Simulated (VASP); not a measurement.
# SiC (P6_3mc) in VASP: vibrations by perturbation theory with PBE

Aim: the vibrations by perturbation theory of SiC with PBE.

Everything below comes from runs of VASP 6.6.1. Logs are shortened: lines on timing, memory, paths and dates and some standing lists are left out, and cuts for length are marked.

## Step 1: The cell of the first run

Symmetry: P6_3mc, No. 186, hexagonal system. Conventional cell: a = 3.094 Å, b = 3.094 Å, c = 10.129 Å, α = 90.00°, β = 90.00°, γ = 120.00°. Si (site symmetry 3m) has 4 C at 1.90 Å within 2.5 Å. Si (site symmetry 3m) has 4 C at 1.89 to 1.90 Å within 2.5 Å. C (site symmetry 3m) has 4 Si at 1.89 to 1.90 Å within 2.5 Å. C (site symmetry 3m) has 4 Si at 1.90 Å within 2.5 Å.

## Step 2: Vibrations by perturbation theory, PBE

The input, INCAR:

```
ALGO = Normal
EDIFF = 1E-8
ENCUT = 520
GGA = PE
IBRION = 8
ISIF = 2
ISMEAR = 0
LASPH = True
LCHARG = False
LEPSILON = True
LREAL = False
LWAVE = False
NELM = 60
NSW = 1
PREC = Accurate
SIGMA = 0.01
```

The input, KPOINTS:

```
k-points
0
Gamma
  10 10 3
```

The input, POSCAR:

```
SiC
1.0
    3.0941284111      0.0000000000      0.0000000000
   -1.5470642055      2.6795938066      0.0000000000
    0.0000000000      0.0000000000     10.1292972169
Si C
4 4
Direct
    0.6666666667      0.3333333333      0.9378452109
    0.3333333333      0.6666666667      0.4378452109
    0.0000000000      0.0000000000      0.6879001290
    0.0000000000      0.0000000000      0.1879001290
    0.6666666667      0.3333333333      0.7498061339
    0.3333333333      0.6666666667      0.2498061339
    0.0000000000      0.0000000000      0.5004475263
    0.0000000000      0.0000000000      0.0004475263
```

Potentials or basis: VASP PAW PBE potentials, release 64 (Si, C).

On the command line:

```
$ cat potpaw_PBE.64/Si/POTCAR potpaw_PBE.64/C/POTCAR > POTCAR
$ mpirun -np 1 vasp_std > vasp.out
```

OUTCAR:

```text
EDIFF = 1E-8
   ENCUT = 520
   GGA = PE
   IBRION = 8
   ISIF = 2
   ISMEAR = 0
   LASPH = True
   LEPSILON = True
   LREAL = False
   NELM = 60
   NSW = 1
   PREC = Accurate

 ion  position               nearest neighbor table
   1  0.667  0.333  0.938-   8 1.90   8 1.90   8 1.90   5 1.90   3 3.10   3 3.10   3 3.10   4 3.10
                             4 3.10   4 3.10
   2  0.333  0.667  0.438-   7 1.90   7 1.90   7 1.90   6 1.90   4 3.10   4 3.10   4 3.10   3 3.10
                             3 3.10   3 3.10
   3  0.000  0.000  0.688-   5 1.89   5 1.89   5 1.89   7 1.90   1 3.10   1 3.10   1 3.10   2 3.10
                             2 3.10   2 3.10
   4  0.000  0.000  0.188-   6 1.89   6 1.89   6 1.89   8 1.90   2 3.10   2 3.10   2 3.10   1 3.10
                             1 3.10   1 3.10
   5  0.667  0.333  0.750-   3 1.89   3 1.89   3 1.89   1 1.90
   6  0.333  0.667  0.250-   4 1.89   4 1.89   4 1.89   2 1.90
   7  0.000  0.000  0.500-   2 1.90   2 1.90   2 1.90   3 1.90
   8  0.000  0.000  0.000-   1 1.90   1 1.90   1 1.90   4 1.90

  LATTYP: Found a hexagonal cell.
 ALAT       =     3.0941284111
 C/A-ratio  =     3.2737158486

  Lattice vectors:

 A1 = (   3.0941284111,   0.0000000000,   0.0000000000)
 A2 = (  -1.5470642055,   2.6795938066,   0.0000000000)
 A3 = (   0.0000000000,   0.0000000000,  10.1292972169)

Analysis of symmetry for initial positions (statically):
=====================================================================
 Subroutine PRICEL returns:
 Original cell was already a primitive cell.

 Routine SETGRP: Setting up the symmetry group for a
 hexagonal supercell.

 Subroutine GETGRP returns: Found 12 space group operations
 (whereof  6 operations were pure point group operations)
 out of a pool of 24 trial point group operations.

The static configuration has the point symmetry C_3v.
[... 917 lines left out ...]
               1X          1Y          1Z          2X          2Y          2Z          3X          3Y          3Z          4X          4Y          4Z          5X          5Y          5Z          6X          6Y          6Z          7X          7Y          7Z          8X          8Y          8Z
  1X   -19.209677   -0.000000    0.000000   -0.092091   -0.000000   -0.000000    0.308874    0.000000    0.000000    0.340954    0.000000    0.000000    2.146172    0.000000    0.000000   -0.111235   -0.000000    0.000000    0.230917    0.000000    0.000000   16.386086    0.000000    0.000000
  1Y    -0.000000  -19.209677    0.000000   -0.000000   -0.092091    0.000000    0.000000    0.308874    0.000000    0.000000    0.340954    0.000000    0.000000    2.146172    0.000000   -0.000000   -0.111235    0.000000    0.000000    0.230917    0.000000    0.000000   16.386086    0.000000
  1Z     0.000000   -0.000000  -29.439152   -0.000000    0.000000    2.142742    0.000000    0.000000    4.451057    0.000000   -0.000000    4.660192   -0.000000    0.000000   10.220725    0.000000   -0.000000   -1.500541    0.000000    0.000000   -2.303687    0.000000    0.000000   11.768665
  2X    -0.092091   -0.000000    0.000000  -19.209677   -0.000000    0.000000    0.340954    0.000000    0.000000    0.308874    0.000000   -0.000000   -0.111235   -0.000000    0.000000    2.146172    0.000000    0.000000   16.386086    0.000000    0.000000    0.230917    0.000000   -0.000000
  2Y    -0.000000   -0.092091    0.000000   -0.000000  -19.209677    0.000000    0.000000    0.340954   -0.000000    0.000000    0.308874    0.000000   -0.000000   -0.111235    0.000000    0.000000    2.146172   -0.000000    0.000000   16.386086    0.000000    0.000000    0.230917   -0.000000
  2Z     0.000000    0.000000    2.142742   -0.000000    0.000000  -29.439152    0.000000    0.000000    4.660192    0.000000   -0.000000    4.451057   -0.000000    0.000000   -1.500541    0.000000    0.000000   10.220725    0.000000    0.000000   11.768665    0.000000    0.000000   -2.303687
  3X     0.307485    0.000000    0.000000    0.339354    0.000000   -0.000000  -19.390456   -0.000000    0.000000    0.063007    0.000000    0.000000   16.378510    0.000000   -0.000000    0.209727    0.000000   -0.000000    2.095740    0.000000    0.000000   -0.003366   -0.000000   -0.000000
  3Y     0.000000    0.307485    0.000000    0.000000    0.339354    0.000000   -0.000000  -19.390456    0.000000    0.000000    0.063007   -0.000000    0.000000   16.378510    0.000000    0.000000    0.209727   -0.000000    0.000000    2.095740    0.000000   -0.000000   -0.003366    0.000000
  3Z    -0.000000    0.000000    4.450894    0.000000   -0.000000    4.663652   -0.000000    0.000000  -29.549587    0.000000   -0.000000    2.678188    0.000000    0.000000   11.512070   -0.000000    0.000000   -2.428398    0.000000    0.000000   10.384922    0.000000   -0.000000   -1.711741
  4X     0.339354    0.000000    0.000000    0.307485    0.000000   -0.000000    0.063007    0.000000    0.000000  -19.390456   -0.000000    0.000000    0.209727    0.000000   -0.000000   16.378510    0.000000   -0.000000   -0.003366   -0.000000    0.000000    2.095740    0.000000    0.000000
  4Y     0.000000    0.339354    0.000000    0.000000    0.307485    0.000000    0.000000    0.063007    0.000000   -0.000000  -19.390456    0.000000    0.000000    0.209727    0.000000    0.000000   16.378510    0.000000   -0.000000   -0.003366   -0.000000    0.000000    2.095740   -0.000000
  4Z    -0.000000    0.000000    4.663652    0.000000   -0.000000    4.450894   -0.000000    0.000000    2.678188    0.000000    0.000000  -29.549587    0.000000    0.000000   -2.428398    0.000000    0.000000   11.512070   -0.000000    0.000000   -1.711741    0.000000   -0.000000   10.384922
  5X     2.145369    0.000000   -0.000000   -0.110711   -0.000000    0.000000   16.379654    0.000000    0.000000    0.208791    0.000000   -0.000000  -18.922966   -0.000000    0.000000    0.090057    0.000000   -0.000000    0.258195    0.000000   -0.000000   -0.048388   -0.000000   -0.000000
  5Y     0.000000    2.145369    0.000000   -0.000000   -0.110711    0.000000    0.000000   16.379654    0.000000    0.000000    0.208791   -0.000000   -0.000000  -18.922966    0.000000    0.000000    0.090057   -0.000000    0.000000    0.258195    0.000000   -0.000000   -0.048388    0.000000
  5Z     0.000000    0.000000   10.222135    0.000000   -0.000000   -1.504867   -0.000000    0.000000   11.508044    0.000000   -0.000000   -2.420591    0.000000   -0.000000  -25.670966    0.000000    0.000000    2.227113    0.000000    0.000000    2.761430    0.000000    0.000000    2.877702
  6X    -0.110711   -0.000000    0.000000    2.145369    0.000000   -0.000000    0.208791    0.000000    0.000000   16.379654    0.000000   -0.000000    0.090057    0.000000    0.000000  -18.922966   -0.000000    0.000000   -0.048388   -0.000000    0.000000    0.258195    0.000000    0.000000
  6Y    -0.000000   -0.110711    0.000000    0.000000    2.145369   -0.000000    0.000000    0.208791    0.000000    0.000000   16.379654    0.000000    0.000000    0.090057    0.000000   -0.000000  -18.922966    0.000000   -0.000000   -0.048388    0.000000    0.000000    0.258195    0.000000
  6Z    -0.000000    0.000000   -1.504867    0.000000   -0.000000   10.222135   -0.000000    0.000000   -2.420591    0.000000   -0.000000   11.508044    0.000000    0.000000    2.227113   -0.000000    0.000000  -25.670966   -0.000000   -0.000000    2.877702   -0.000000    0.000000    2.761430
  7X     0.231808    0.000000    0.000000   16.388480    0.000000    0.000000    2.094729    0.000000    0.000000   -0.006057   -0.000000   -0.000000    0.258328    0.000000    0.000000   -0.048587   -0.000000    0.000000  -18.925865   -0.000000    0.000000    0.007163    0.000000    0.000000
  7Y     0.000000    0.231808    0.000000    0.000000   16.388480   -0.000000    0.000000    2.094729    0.000000   -0.000000   -0.006057   -0.000000    0.000000    0.258328   -0.000000   -0.000000   -0.048587    0.000000   -0.000000  -18.925865    0.000000    0.000000    0.007163    0.000000
  7Z    -0.000000   -0.000000   -2.303316    0.000000    0.000000   11.767443    0.000000    0.000000   10.382499    0.000000   -0.000000   -1.715880   -0.000000    0.000000    2.757636   -0.000000    0.000000    2.881589   -0.000000   -0.000000  -26.112837   -0.000000    0.000000    2.342864
  8X    16.388480    0.000000    0.000000    0.231808    0.000000    0.000000   -0.006057   -0.000000    0.000000    2.094729    0.000000   -0.000000   -0.048587   -0.000000   -0.000000    0.258328    0.000000    0.000000    0.007163    0.000000    0.000000  -18.925865   -0.000000   -0.000000
  8Y     0.000000   16.388480    0.000000    0.000000    0.231808   -0.000000   -0.000000   -0.006057    0.000000    0.000000    2.094729   -0.000000   -0.000000   -0.048587    0.000000    0.000000    0.258328    0.000000    0.000000    0.007163    0.000000   -0.000000  -18.925865    0.000000
  8Z     0.000000    0.000000   11.767443    0.000000    0.000000   -2.303316   -0.000000    0.000000   -1.715880   -0.000000    0.000000   10.382499    0.000000    0.000000    2.881589    0.000000   -0.000000    2.757636    0.000000    0.000000    2.342864    0.000000    0.000000  -26.112837

 Eigenvectors and eigenvalues of the dynamical matrix
 ----------------------------------------------------

   1 f  =   26.797134 THz   168.371360 2PiTHz  893.856181 cm-1   110.823992 meV
             X         Y         Z           dx          dy          dz
      1.547064  0.893198  9.499713    -0.000000   -0.000000   -0.190140
     -0.000000  1.786396  4.435064    -0.000000    0.000000    0.190140
      0.000000  0.000000  6.967945    -0.000000    0.000000    0.288840
      0.000000  0.000000  1.903296    -0.000000   -0.000000   -0.288840
      1.547064  0.893198  7.595009     0.000000   -0.000000   -0.168495
     -0.000000  1.786396  2.530361     0.000000    0.000000    0.168495
      0.000000  0.000000  5.069182     0.000000   -0.000000   -0.593320
      0.000000  0.000000  0.004533     0.000000   -0.000000    0.593320
[... 243 lines left out ...]
  24 f/i=    0.001452 THz     0.009122 2PiTHz    0.048428 cm-1     0.006004 meV
             X         Y         Z           dx          dy          dz
      1.547064  0.893198  9.499713     0.000000   -0.000000   -0.418468
     -0.000000  1.786396  4.435064     0.000000   -0.000000   -0.418468
      0.000000  0.000000  6.967945     0.000000   -0.000000   -0.418434
      0.000000  0.000000  1.903296     0.000000   -0.000000   -0.418434
      1.547064  0.893198  7.595009     0.000000   -0.000000   -0.273657
     -0.000000  1.786396  2.530361     0.000000   -0.000000   -0.273657
      0.000000  0.000000  5.069182     0.000000   -0.000000   -0.273695
      0.000000  0.000000  0.004533     0.000000   -0.000000   -0.273695

--------------------------------------------------------------------------------------------------------

 MACROSCOPIC STATIC DIELECTRIC TENSOR IONIC CONTRIBUTION
 ------------------------------------------------------
           3.277539     0.000000    -0.000000
           0.000000     3.277539    -0.000000
          -0.000000    -0.000000     3.656284
 ------------------------------------------------------

 ELASTIC MODULI CONTR FROM IONIC RELAXATION (kBar)
 Direction    XX          YY          ZZ          XY          YZ          ZX
 --------------------------------------------------------------------------------
 XX        -412.2263    237.9259    169.4517     -0.0000      0.0000     -0.0000
 YY         237.9259   -412.2263    169.4517     -0.0000     -0.0000      0.0000
 ZZ         169.4517    169.4517   -330.5423      0.0000      0.0000     -0.0000
 XY          -0.0000     -0.0000      0.0000   -325.0761     -0.0000      0.0000
 YZ          -0.0000      0.0000      0.0000     -0.0000    -88.8783     -0.0000
 ZX          -0.0000      0.0000     -0.0000      0.0000     -0.0000    -95.1911
 --------------------------------------------------------------------------------

 PIEZOELECTRIC TENSOR IONIC CONTR  for field in x, y, z        (C/m^2)
          XX          YY          ZZ          XY          YZ          ZX
  --------------------------------------------------------------------------------
  x     0.00000    -0.00000     0.00000    -0.00000     0.00000     0.52396
  y    -0.00000     0.00000     0.00000     0.00000     0.50599     0.00000
  z     0.52999     0.52999    -1.03284     0.00000     0.00000    -0.00000
```

Wall time 16 min (1 thread of Intel Xeon 6975P-C (Granite Rapids), shared host); peak memory 0.67 GiB.

Results:

* Electronic dielectric tensor (diagonal): 7.05, 7.05, 7.33
* Born charges (mean of the diagonal): Si +2.65, +2.74 (each value once); C -2.70, -2.69 (each value once) e
* Highest phonon frequency at Γ, LO-TO splitting left out: 894 cm⁻¹

Phonon frequencies in cm⁻¹ (negative: imaginary):
```tsv
q point	frequencies
(0.000, 0.000, 0.000)	0 0 0 191 191 198 198 258 258 390 398 592 748 748 756 756 762 765 765 777 777 814 885 894
```

Electronic dielectric tensor:
```
7.05 0.00 0.00
0.00 7.05 0.00
0.00 0.00 7.33
```

Born effective charge tensors (e):
atom 1, Si
```
2.66 0.00 0.00
0.00 2.66 0.00
0.00 0.00 2.62
```
atom 2, Si
```
2.66 0.00 0.00
0.00 2.66 0.00
0.00 0.00 2.62
```
atom 3, Si
```
2.67 0.00 0.00
0.00 2.67 0.00
0.00 0.00 2.90
```
atom 4, Si
```
2.67 0.00 0.00
0.00 2.67 0.00
0.00 0.00 2.90
```
atom 5, C
```
-2.69  0.00  0.00
 0.00 -2.69  0.00
 0.00  0.00 -2.72
```
atom 6, C
```
-2.69  0.00  0.00
 0.00 -2.69  0.00
 0.00  0.00 -2.72
```
atom 7, C
```
-2.64  0.00  0.00
 0.00 -2.64  0.00
 0.00  0.00 -2.79
```
atom 8, C
```
-2.64  0.00  0.00
 0.00 -2.64  0.00
 0.00  0.00 -2.79
```
